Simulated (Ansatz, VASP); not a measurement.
**Zr in VASP and in Ansatz**

```
Zr
1.0
     4.05998    0.00000    0.00000
    -2.02999    3.51604    0.00000
     0.00000    0.00000    6.69896
Zr
4
Direct
  0.33333 0.66667 0.43750
  0.66667 0.33333 0.93750
  0.66667 0.33333 0.56250
  0.33333 0.66667 0.06250
```

Alike in both runs: task single point; functional PBEsol; k mesh 6 × 6 × 4; occupations gaussian, width 0.1 eV; no spin polarisation.

```csv
,VASP,Ansatz
version,VASP 6.6.1,Ansatz 0.2.0
potentials or method,"VASP PAW PBE potentials, release 64 (Zr_sv), cutoff 520 eV","scalar-relativistic, plane waves, PAW"
valence electrons in the cell,48,48
```

Ansatz gave:

| Quantity | Value |
| --- | --- |
| gap on the k mesh at the Fermi level (eV) | none |
| pressure (GPa) | 10.2 |
| traceless stress, the component that is largest in VASP (GPa) | -1.48 |
| rms of the force components (eV/Å) | 0.095 |

Q: Estimate VASP's values.

A: gap on the k mesh at the Fermi level (eV): none; pressure (GPa): 10.6; traceless stress, the component that is largest in VASP (GPa): -1.50; rms of the force components (eV/Å): 0.093.

VASP's potentials were made for PBE, not for PBEsol. Atom by atom the forces differ by 0.002 eV/Å (rms over components). A gap of «none» marks a metal or a gap that the smearing closes. The functional is the same, so the differences come from potentials, cutoffs and numerics.
